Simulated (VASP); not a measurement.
# Tc (Im-3m) in VASP: single point with LDA

Aim: the single point of Tc with LDA.

Everything below comes from runs of VASP 6.6.1. Logs are shortened: lines on timing, memory, paths and dates and some standing lists are left out, and cuts for length are marked.

## (1) The cell of the first run

The structure is cubic, space group Im-3m (No. 229). Conventional cell: a = 3.033 Å, b = 3.033 Å, c = 3.033 Å, α = 90.00°, β = 90.00°, γ = 90.00°. Tc (site symmetry m-3m) has 14 Tc at 2.63 to 3.03 Å within 3.5 Å.

This isn't the form of Tc at room conditions, which is hcp.

## (2) Single point, LDA

Input file INCAR:

```
SYSTEM = Tc
  PREC = Accurate
  ENCUT = 520
  EDIFF = 1E-7
  ISMEAR = -1
  SIGMA = 0.13605693000000002
  LREAL = .FALSE.
  LASPH = .TRUE.
  NELM = 100
  ALGO = Normal
  ISIF = 2
  LWAVE = .FALSE.
  LCHARG = .TRUE.
  GGA = CA
  LELF = .TRUE.
  LVHAR = .TRUE.
  NBANDS = 12
```

Input file KPOINTS:

```
regular mesh
0
G
  15 15 15
  0 0 0
```

Input file POSCAR:

```
Tc
1.0
   -1.5167384474      1.5167384474      1.5167384474
    1.5167384474     -1.5167384474      1.5167384474
    1.5167384474      1.5167384474     -1.5167384474
Tc
1
Direct
    0.0000000000      0.0000000000      0.0000000000
```

Potentials or basis: VASP PAW LDA potentials, release 64 (Tc_pv).

On the command line:

```sh
> cat potpaw_LDA.64/Tc_pv/POTCAR > POTCAR
> mpirun -np 1 vasp_std > vasp.out
```

OUTCAR:

```text
SYSTEM = Tc
   PREC = Accurate
   ENCUT = 520
   EDIFF = 1E-7
   ISMEAR = -1
   LREAL = .FALSE.
   LASPH = .TRUE.
   NELM = 100
   ISIF = 2
   GGA = CA

 ion  position               nearest neighbor table
   1  0.000  0.000  0.000-

  LATTYP: Found a body centered cubic cell.
 ALAT       =     3.0334768948

  Lattice vectors:

 A1 = (  -1.5167384474,   1.5167384474,   1.5167384474)
 A2 = (   1.5167384474,  -1.5167384474,   1.5167384474)
 A3 = (   1.5167384474,   1.5167384474,  -1.5167384474)

Analysis of symmetry for initial positions (statically):
=====================================================================
 Subroutine PRICEL returns:
 Original cell was already a primitive cell.

 Routine SETGRP: Setting up the symmetry group for a
 body centered cubic supercell.

 Subroutine GETGRP returns: Found 48 space group operations
 (whereof 48 operations were pure point group operations)
 out of a pool of 48 trial point group operations.

The static configuration has the point symmetry O_h .

Analysis of symmetry for dynamics (positions and initial velocities):
=====================================================================
 Subroutine PRICEL returns:
 Original cell was already a primitive cell.

 Routine SETGRP: Setting up the symmetry group for a
 body centered cubic supercell.

 Subroutine GETGRP returns: Found 48 space group operations
 (whereof 48 operations were pure point group operations)
 out of a pool of 48 trial point group operations.

The dynamic configuration has the point symmetry O_h .

 Subroutine INISYM returns: Found 48 space group operations
 (whereof 48 operations are pure point group operations),
 and found     1 'primitive' translations

----------------------------------------------------------------------------------------

                                     Primitive cell

  volume of cell :      13.9570

  direct lattice vectors                    reciprocal lattice vectors
    -1.516738447  1.516738447  1.516738447     0.000000000  0.329654728  0.329654728
     1.516738447 -1.516738447  1.516738447     0.329654728  0.000000000  0.329654728
     1.516738447  1.516738447 -1.516738447     0.329654728  0.329654728  0.000000000

  length of vectors
     2.627068053  2.627068053  2.627068053     0.466202187  0.466202187  0.466202187

  position of ions in fractional coordinates (direct lattice)
     0.000000000  0.000000000  0.000000000

  ion indices of the primitive-cell ions
   primitive index   ion index
                 1           1

----------------------------------------------------------------------------------------

 KPOINTS: regular mesh

Automatic generation of k-mesh.
 Grid dimensions read from file:
 generate k-points for:   15   15   15

 Generating k-lattice:

  Cartesian coordinates                     Fractional coordinates (reciprocal lattice)
     0.000000000  0.021976982  0.021976982     0.066666667  0.000000000  0.000000000
     0.021976982  0.000000000  0.021976982     0.000000000  0.066666667  0.000000000
     0.021976982  0.021976982  0.000000000     0.000000000  0.000000000  0.066666667

  Length of vectors
     0.031080146  0.031080146  0.031080146

  Shift w.r.t. Gamma in fractional coordinates (k-lattice)
     0.000000000  0.000000000  0.000000000

 Subroutine IBZKPT returns following result:
 ===========================================

 Found    120 irreducible k-points:

 Following reciprocal coordinates:
            Coordinates               Weight
  0.000000  0.000000  0.000000      1.000000
  0.066667  0.000000  0.000000     12.000000
  0.133333  0.000000  0.000000     12.000000
  0.200000  0.000000  0.000000     12.000000
  0.266667  0.000000  0.000000     12.000000
  0.333333  0.000000  0.000000     12.000000
[... 16 lines left out ...]
  0.333333  0.200000  0.000000     48.000000
  0.400000  0.200000 -0.000000     24.000000
 [... further k-points ...]
   k-points           NKPTS =    120   k-points in BZ     NKDIM =    120   number of bands    NBANDS=     12
   number of dos      NEDOS =    301   number of ions     NIONS =      1
   total plane-waves  NPLWV =   8000
   dimension x,y,z NGX =    20 NGY =   20 NGZ =   20
   dimension x,y,z NGXF=    40 NGYF=   40 NGZF=   40
   ions per type =               1
   NGX,Y,Z   is equivalent  to a cutoff of  12.66, 12.66, 12.66 a.u.
   NGXF,Y,Z  is equivalent  to a cutoff of  25.31, 25.31, 25.31 a.u.
 SYSTEM =  Tc
   PREC   = accura    normal or accurate (medium, high low for compatibility)
   ISTART =      0    job   : 0-new  1-cont  2-samecut
   ICHARG =      2    charge: 1-file 2-atom 10-const
   ISPIN  =      1    spin polarized calculation?
   LNONCOLLINEAR =      F non collinear calculations
   LSORBIT =      F    spin-orbit coupling
   LASPH  =      T    aspherical Exc in radial PAW
   ENCUT  =  520.0 eV  38.22 Ry    6.18 a.u.   4.88  4.88  4.88*2*pi/ulx,y,z
   NELM   =    100;   NELMIN=  2; NELMDL= -5     # of ELM steps
   EDIFF  = 0.1E-06   stopping-criterion for ELM
   LREAL  =      F    real-space projection
   EDIFFG = 0.1E-05   stopping-criterion for IOM
   NSW    =      0    number of steps for IOM
   IBRION =     -1    ionic relax: 0-MD 1-quasi-New 2-CG
   NFREE  =      0    steps in history (QN), initial steepest desc. (CG)
   ISIF   =      2    stress and relaxation
   ISYM   =      2    0-nonsym 1-usesym 2-fastsym
   POTIM  = 0.5000    time-step for ionic-motion
   TEBEG  =    0.0;   TEEND  =   0.0 temperature during run
   PSTRESS=    0.0 pullay stress
   NELECT =      13.0000    total number of electrons
   NUPDOWN=      -1.0000    fix difference up-down
   EMIN   =  10.00;   EMAX   =-10.00  energy-range for DOS
   EFERMI =   0.00;   METHOD = LEGACY
   ISMEAR =    -1;   SIGMA  =   0.14  broadening in eV -4-tet -1-fermi 0-gaus
   EFERMI_NEDOS =   21; number of points for ismear=-14 and -15
   IALGO  =     38    algorithm
   IMIX   =      4    mixing-type and parameters
     AMIX     =   0.40;   BMIX     =  1.00
     AMIX_MAG =   1.60;   BMIX_MAG =  1.00
  volume/ion in A,a.u.               =      13.96        94.19
  Fermi-wavevector in a.u.,A,eV,Ry     =   1.598792  3.021278 34.778333  2.556135
  Thomas-Fermi vector in A             =   2.696186
   LORBIT       =      0    0 simple, 1 ext, 2 COOP (PROOUT), +10 PAW based schemes
   GGA     = CA    functional components
   LHFCALC =     F    Hartree Fock is set to
   AEXX    =    0.0000 exact exchange contribution
   IVDW    =     0    specifies the selected vdW correction
   LEPSILON=     F    determine dielectric tensor
   LRPA    =     F    only Hartree local field effects (RPA)
 non-spin polarized calculation
  energy-cutoff  :      520.00
  volume of cell :       13.96
 maximum number of plane-waves:       394
   NGX =  9   NGY =  9   NGZ =  9

 number of electron      13.0000003 magnetization

 Free energy of the ion-electron system (eV)
  ---------------------------------------------------
  ext. energy  EPLUGINS =         0.00000000
  ---------------------------------------------------
  free energy    TOTEN  =       -11.49180362 eV

  energy without entropy =      -11.40671408  energy(sigma->0) =      -11.44925885

 E-fermi :  13.6058     XC(G=0): -14.1794

 val. band max:       13.5982127563   @ k =  -0.4000  -0.4667   0.0667
 cond. band min:      13.6242433242   @ k =   0.2667   0.1333  -0.0000
 fundamental gap:      0.0260305679
 Fermi energy:        13.6057833349

 k-point     1 :       0.0000    0.0000    0.0000
  band No.  band energies     occupation
      1     -24.9990      2.00000
      2     -24.9990      2.00000
      3     -24.9990      2.00000
      4       5.5136      2.00000
      5      11.1047      2.00000
      6      11.1047      2.00000
      7      11.1047      2.00000
      8      14.1515      0.03558
      9      14.1515      0.03558
     10      29.4348      0.00000
     11      29.4348      0.00000
     12      29.4348      0.00000

 k-point     2 :       0.0667    0.0000    0.0000
  band No.  band energies     occupation
      1     -25.0645      2.00000
      2     -25.0193      2.00000
      3     -24.9995      2.00000
      4       5.7214      2.00000
      5      10.9962      2.00000
      6      11.0920      2.00000
      7      11.2947      2.00000
      8      13.9995      0.10489
      9      14.1562      0.03440
     10      29.5759      0.00000
     11      29.7760      0.00000
     12      29.7867      0.00000

 k-point     3 :       0.1333    0.0000    0.0000
  band No.  band energies     occupation
      1     -25.2471      2.00000
      2     -25.0761      2.00000
      3     -25.0007      2.00000
      4       6.2964      2.00000
      5      10.7029      2.00000
      6      11.0301      2.00000
      7      11.8530      1.99999
      8      13.7039      0.65426
      9      14.1788      0.02921
     10      29.8509      0.00000
     11      30.5484      0.00000
     12      30.7613      0.00000
[... 286 lines left out ...]
 k-point    23 :       0.3333    0.2000    0.0000
  band No.  band energies     occupation
      1     -26.2183      2.00000
      2     -25.6169      2.00000
      3     -25.1409      2.00000
      4       8.3137      2.00000
      5       9.4786      2.00000
      6      11.5894      2.00000
      7      13.9895      0.11246
      8      15.1308      0.00003
      9      19.7896      0.00000
     10      25.0435      0.00000
     11      27.1830      0.00000
     12      30.8429      0.00000

 k-point    24 :       0.4000    0.2000   -0.0000
  band No.  band energies     occupation
      1     -26.2412      2.00000
      2     -25.6554      2.00000
      3     -25.1438      2.00000
      4       8.2414      2.00000
      5       9.4516      2.00000
      6      11.7826      2.00000
      7      14.0772      0.06065
      8      15.2631      0.00001
      9      20.5788      0.00000
     10      24.2390      0.00000
     11      26.7708      0.00000
     12      30.6370      0.00000

 [... further k-points ...]

------------------------ aborting loop because EDIFF is reached ----------------------------------------

  FORCE on cell =-STRESS in cart. coord.  units (eV):
  Direction    XX          YY          ZZ          XY          YZ          ZX
  --------------------------------------------------------------------------------------
  -------------------------------------------------------------------------------------
  Total        0.0276570      0.0276570      0.0276570      0.0000000      0.0000000      0.0000000
  in kB        3.1748542      3.1748542      3.1748542      0.0000000      0.0000000      0.0000000
  external PRESSURE =       3.1748542 kB  Pullay stress =       0.0000000 kB

 VOLUME and BASIS-vectors are now :
 -----------------------------------------------------------------------------
  energy-cutoff  :      520.00
  volume of cell :       13.96
      direct lattice vectors                 reciprocal lattice vectors
    -1.516738447  1.516738447  1.516738447     0.000000000  0.329654728  0.329654728
     1.516738447 -1.516738447  1.516738447     0.329654728  0.000000000  0.329654728
     1.516738447  1.516738447 -1.516738447     0.329654728  0.329654728  0.000000000

 POSITION                                       TOTAL-FORCE (eV/Angst)
 -----------------------------------------------------------------------------------
      0.00000      0.00000      0.00000         0.000000     -0.000000      0.000000
 -----------------------------------------------------------------------------------
    total drift:                                0.000000     -0.000000      0.000000

  FREE ENERGIE OF THE ION-ELECTRON SYSTEM (eV)
  ---------------------------------------------------
  free  energy   TOTEN  =       -11.4918036248 eV

  energy  without entropy=      -11.4067140772  energy(sigma->0) =      -11.44925885
```

Run time: 30 s. Hardware: 1 thread of Intel Xeon 8259CL, shared host; peak memory 0.13 GiB.

What came out:

* Free energy: -11.4918 eV
* Pressure: 0.3 GPa
* Band gap on the k mesh: zero (an odd number of electrons rules out a gap without spin polarisation)
